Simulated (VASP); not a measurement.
# MgS (rocksalt type) (Fm-3m) in VASP: further runs, part 2 of 2

VASP 6.6.1. The steps go on from the part before.

## 4. Electric field gradients, PBEsol

This run uses another cell than the first one, of 18.59 Å³/atom, 1.040 times its volume.

Input file INCAR:

```
  PREC = Accurate
  ENCUT = 520
  EDIFF = 1E-8
  ISMEAR = -1
  SIGMA = 0.03
  LREAL = False
  LASPH = True
  NELM = 80
  ALGO = Normal
  ISIF = 2
  LWAVE = False
  LCHARG = False
  GGA = PS
  LEFG = True
  NBANDS = 11
```

Input file KPOINTS:

```
Automatic mesh
0
Gamma
  14 14 14
```

Input file POSCAR:

```
MgS
1.0
    0.0000000000      2.6488453500      2.6488453500
    2.6488453500      0.0000000000      2.6488453500
    2.6488453500      2.6488453500      0.0000000000
Mg S
1 1
Direct
    0.0000000000      0.0000000000      0.0000000000
    0.5000000000      0.5000000000      0.5000000000
```

Potentials or basis: VASP PAW PBE potentials, release 64 (Mg, S).

The run is started by

```
$ cat potpaw_PBE.64/Mg/POTCAR potpaw_PBE.64/S/POTCAR > POTCAR
$ mpirun -np 1 vasp_std > vasp.out
```

OUTCAR:

```text
PREC = Accurate
   ENCUT = 520
   EDIFF = 1E-8
   ISMEAR = -1
   LREAL = False
   LASPH = True
   NELM = 80
   ISIF = 2
   GGA = PS

 ion  position               nearest neighbor table
   1  0.000  0.000  0.000-   2 2.65   2 2.65   2 2.65   2 2.65   2 2.65   2 2.65
   2  0.500  0.500  0.500-   1 2.65   1 2.65   1 2.65   1 2.65   1 2.65   1 2.65

  LATTYP: Found a face centered cubic cell.
 ALAT       =     5.2976907000

  Lattice vectors:

 A1 = (   0.0000000000,   2.6488453500,   2.6488453500)
 A2 = (   2.6488453500,   0.0000000000,   2.6488453500)
 A3 = (   2.6488453500,   2.6488453500,   0.0000000000)

Analysis of symmetry for initial positions (statically):
=====================================================================
 Subroutine PRICEL returns:
 Original cell was already a primitive cell.

 Routine SETGRP: Setting up the symmetry group for a
 face centered cubic supercell.

[... 523 lines left out ...]
  volume of cell :       37.17
      direct lattice vectors                 reciprocal lattice vectors
     0.000000000  2.648845350  2.648845350    -0.188761492  0.188761492  0.188761492
     2.648845350  0.000000000  2.648845350     0.188761492 -0.188761492  0.188761492
     2.648845350  2.648845350  0.000000000     0.188761492  0.188761492 -0.188761492

 POSITION                                       TOTAL-FORCE (eV/Angst)
 -----------------------------------------------------------------------------------
      0.00000      0.00000      0.00000        -0.000000     -0.000000     -0.000000
      2.64885      2.64885      2.64885         0.000000      0.000000      0.000000
 -----------------------------------------------------------------------------------
    total drift:                                0.000000      0.000000      0.000000

  FREE ENERGIE OF THE ION-ELECTRON SYSTEM (eV)
  ---------------------------------------------------
  free  energy   TOTEN  =        -9.0373436257 eV

  energy  without entropy=       -9.0373436257  energy(sigma->0) =       -9.03734363

 Electric field gradients (V/A^2)
---------------------------------------------------------------------
 ion       V_xx      V_yy      V_zz      V_xy      V_xz      V_yz
---------------------------------------------------------------------
   1      -0.000     0.000    -0.000    -0.000    -0.000    -0.000
   2       0.000     0.000     0.000    -0.000    -0.000    -0.000
---------------------------------------------------------------------

 Electric field gradients after diagonalization (V/A^2)
 (convention: |V_zz| > |V_xx| > |V_yy|)
----------------------------------------------------------------------
 ion       V_xx      V_yy      V_zz     asymmetry (V_yy - V_xx)/ V_zz
----------------------------------------------------------------------
   1       0.000     0.000    -0.000       0.000
   2       0.000     0.000    -0.001       0.000
----------------------------------------------------------------------

           NMR quadrupolar parameters

 Cq : quadrupolar parameter    Cq=e*Q*V_zz/h
 eta: asymmetry parameters     (V_yy - V_xx)/ V_zz
 Q  : nuclear electric quadrupole moment in mb (millibarn)
----------------------------------------------------------------------
 ion       Cq(MHz)       eta       Q (mb)
----------------------------------------------------------------------
   1      -0.000       0.000       1.000
   2      -0.000       0.000       1.000
----------------------------------------------------------------------
```

stdout:

```text
POSCAR found type information on POSCAR MgS
 POSCAR found :  2 types and       2 ions
 scaLAPACK will be used
 -----------------------------------------------------------------------------
|                                                                             |
|                                                                             |
|     You enforced a specific xc type in the INCAR file but a different       |
|     I HOPE YOU KNOW WHAT YOU ARE DOING!                                     |
|                                                                             |
 -----------------------------------------------------------------------------

 LDA part: xc-table for (Slater+PW92), standard interpolation
 POSCAR, INCAR and KPOINTS ok, starting setup
 FFT: planning ... GRIDC
 FFT: planning ... GRID_SOFT
 FFT: planning ... GRID
 WAVECAR not read
 entering main loop
ion   1

ion   2
```

It took 53 s on 1 thread of Intel Xeon 6975P-C, shared host; peak memory 0.19 GiB.

Results:

* Free energy: -9.0373 eV
* Pressure: -4.7 GPa
* Band gap on the k mesh: 2.59 eV, indirect (least direct gap 3.19 eV)

Levels at points of the mesh, in eV from the valence-band top:
| k point | band 1 | band 2 | band 3 | band 4 | band 5 | band 6 | band 7 | band 8 |
| --- | --- | --- | --- | --- | --- | --- | --- | --- |
| (0.00, 0.00, 0.00) | -12.39 | 0.00 | 0.00 | 0.00 | 3.19 | 7.88 | 7.88 | 7.88 |
| (0.50, 0.00, 0.00) | -11.19 | -4.61 | -0.54 | -0.54 | 4.32 | 6.76 | 6.76 | 9.49 |
| (0.50, 0.50, 0.00) | -10.86 | -3.98 | -1.59 | -1.59 | 2.59 | 4.40 | 11.35 | 12.66 |

Caveat: without QUAD_EFG the Cq values of the log hold for a quadrupole moment of 1 mb, not for the nuclei; the PAW data sets were made with another functional, which shifts forces and pressure a little.

## 5. Electric field gradients, r2SCAN

Input file POSCAR:

```
MgS
1.0
    0.0000000000      2.6144408669      2.6144408669
    2.6144408669      0.0000000000      2.6144408669
    2.6144408669      2.6144408669      0.0000000000
Mg S
1 1
Direct
    0.0000000000      0.0000000000      0.0000000000
    0.5000000000      0.5000000000      0.5000000000
```

Input file INCAR.step1:

```
SYSTEM = MgS
PREC = Accurate ; ENCUT = 520
ISMEAR = -1 ; SIGMA = 0.03
LREAL = .False. ; LASPH = .True.
NELM = 100 ; NBANDS = 11
GGA = PE ; ALGO = Normal
EDIFF = 1E-4 ; LWAVE = .True.
LCHARG = .False.
```

Input file INCAR.step2:

```
SYSTEM = MgS
PREC = Accurate ; ENCUT = 520
EDIFF = 1E-8 ; ISMEAR = -1
SIGMA = 0.03 ; LREAL = .False.
LASPH = .True. ; NELM = 100
ALGO = Normal ; ISIF = 2
LWAVE = .False. ; LCHARG = .False.
METAGGA = R2SCAN ; LMIXTAU = .True.
LEFG = .True. ; NBANDS = 11
ISTART = 1
```

Input file KPOINTS:

```
Automatic mesh
0
Gamma
  14 14 14
  0 0 0
```

Potentials or basis: VASP PAW PBE potentials, release 64 (Mg, S).

The run is started by

```
$ cat potpaw_PBE.64/Mg/POTCAR potpaw_PBE.64/S/POTCAR > POTCAR
$ cp INCAR.step1 INCAR
$ mpirun -np 1 vasp_std > vasp.out
$ cp INCAR.step2 INCAR
$ mpirun -np 1 vasp_std > vasp.out
```

OUTCAR:

```text
SYSTEM = MgS
   PREC = Accurate
   ENCUT = 520
   EDIFF = 1E-8
   ISMEAR = -1
   LREAL = .False.
   LASPH = .True.
   NELM = 100
   ISIF = 2
   METAGGA = R2SCAN
   ISTART = 1

 ion  position               nearest neighbor table
   1  0.000  0.000  0.000-   2 2.61   2 2.61   2 2.61   2 2.61   2 2.61   2 2.61
   2  0.500  0.500  0.500-   1 2.61   1 2.61   1 2.61   1 2.61   1 2.61   1 2.61

  LATTYP: Found a face centered cubic cell.
 ALAT       =     5.2288817338

  Lattice vectors:

 A1 = (   0.0000000000,   2.6144408669,   2.6144408669)
 A2 = (   2.6144408669,   0.0000000000,   2.6144408669)
 A3 = (   2.6144408669,   2.6144408669,   0.0000000000)
[... 547 lines left out ...]
  free  energy   TOTEN  =       -15.5073246688 eV

  energy  without entropy=      -15.5073246687  energy(sigma->0) =      -15.50732467

 Electric field gradients (V/A^2)
---------------------------------------------------------------------
 ion       V_xx      V_yy      V_zz      V_xy      V_xz      V_yz
---------------------------------------------------------------------
   1       0.000    -0.000    -0.000     0.000     0.000     0.000
   2       0.000     0.000    -0.000    -0.000    -0.000    -0.000
---------------------------------------------------------------------

 Electric field gradients after diagonalization (V/A^2)
 (convention: |V_zz| > |V_xx| > |V_yy|)
----------------------------------------------------------------------
 ion       V_xx      V_yy      V_zz     asymmetry (V_yy - V_xx)/ V_zz
----------------------------------------------------------------------
   1      -0.000    -0.000     0.000       0.000
   2       0.000     0.000    -0.001       0.000
----------------------------------------------------------------------

           NMR quadrupolar parameters

 Cq : quadrupolar parameter    Cq=e*Q*V_zz/h
 eta: asymmetry parameters     (V_yy - V_xx)/ V_zz
 Q  : nuclear electric quadrupole moment in mb (millibarn)
----------------------------------------------------------------------
 ion       Cq(MHz)       eta       Q (mb)
----------------------------------------------------------------------
   1       0.000       0.000       1.000
   2      -0.000       0.000       1.000
----------------------------------------------------------------------
```

OUTCAR.step1:

```text
SYSTEM = MgS
   PREC = Accurate
   ENCUT = 520
   ISMEAR = -1
   LREAL = .False.
   LASPH = .True.
[... 556 lines left out ...]
      0.00000      0.00000      0.00000         0.000000      0.000000      0.000000
      2.61444      2.61444      2.61444        -0.000000     -0.000000     -0.000000
 -----------------------------------------------------------------------------------
    total drift:                                0.000000      0.000000      0.000000

  FREE ENERGIE OF THE ION-ELECTRON SYSTEM (eV)
  ---------------------------------------------------
  free  energy   TOTEN  =        -8.5031712460 eV

  energy  without entropy=       -8.5031712460  energy(sigma->0) =       -8.50317125
```

Wall time 4.5 min (1 thread of Intel Xeon 6975P-C, shared host); peak memory 0.2 GiB.

Results:

| Property | Result |
| --- | --- |
| Free energy | -15.5073 eV |
| Pressure | -1.6 GPa |
| Band gap on the k mesh | 3.40 eV, indirect (least direct gap 4.49 eV) |

Caveat: without QUAD_EFG the Cq values of the log hold for a quadrupole moment of 1 mb, not for the nuclei; the PAW data sets were made with another functional, which shifts forces and pressure a little.

## 6. Overview

| level | cell | gap on the mesh (eV) | pressure (GPa) |
| --- | --- | --- | --- |
| PBEsol | a = 3.697 Å, angles 60.0°, 2 atoms | 2.67 | -2.2 |
| PBEsol | a = 3.746 Å, angles 60.0°, 2 atoms | 2.59 | -4.7 |
| r2SCAN | a = 3.697 Å, angles 60.0°, 2 atoms | 3.40 | -1.6 |

Alike in all rows: task electric field gradients; potentials or basis VASP PAW PBE potentials, release 64 (Mg, S); no spin polarisation; k mesh 14 × 14 × 14; cutoff (eV) 520; smearing fermi-dirac 0.03 eV.

Caveats: the PAW data sets were made with another functional, which shifts forces and pressure a little.

Absolute energies hang on the potentials; compare differences alone.
